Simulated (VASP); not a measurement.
P3W4: single point with PBE

P3W4:

```
CELL_PARAMETERS angstrom
4.82933 0.00000 0.00000
0.00000 4.82933 0.00000
0.00000 0.00000 4.82933
ATOMIC_POSITIONS crystal
P 0.50000 0.50000 0.00000
P 0.00000 0.50000 0.50000
P 0.50000 0.00000 0.50000
W 0.50000 0.50000 0.50000
W 0.50000 0.00000 0.00000
W 0.00000 0.50000 0.00000
W 0.00000 0.00000 0.50000
```

| Item | Value |
| --- | --- |
| Program | VASP 6.6.1 |
| Task | single point |
| Functional | PBE |
| Potentials or basis | VASP PAW PBE potentials, release 64 (P, W_sv) |
| Cutoff | 520 eV |
| k mesh | 8 × 8 × 8 |
| Occupations | gaussian, width 0.1 eV |
| Spin | no spin polarisation |

| Quantity | Value |
| --- | --- |
| Pressure | 0.1 GPa |

Levels at points of the mesh, in eV from the Fermi level:
```
           k point  band 34  band 35  band 36  band 37  band 38  band 39
(0.00, 0.00, 0.00)    -1.79    -1.16    -1.16    -1.16    -0.61    -0.04
(0.50, 0.00, 0.00)    -1.03    -0.70    -0.21     0.44     0.65     0.65
(0.50, 0.50, 0.00)    -0.28    -0.28    -0.04     0.64     0.73     1.02
(0.50, 0.50, 0.50)     0.64     0.70     0.70     0.70     1.18     1.18
```

Run time: 60 s on 1 thread of Intel(R) Xeon(R) 6975P-C (Granite Rapids), on a shared host, peak memory 0.28 GiB.

Caveat: spin-orbit coupling is left out, which moves the levels of the heavy elements.
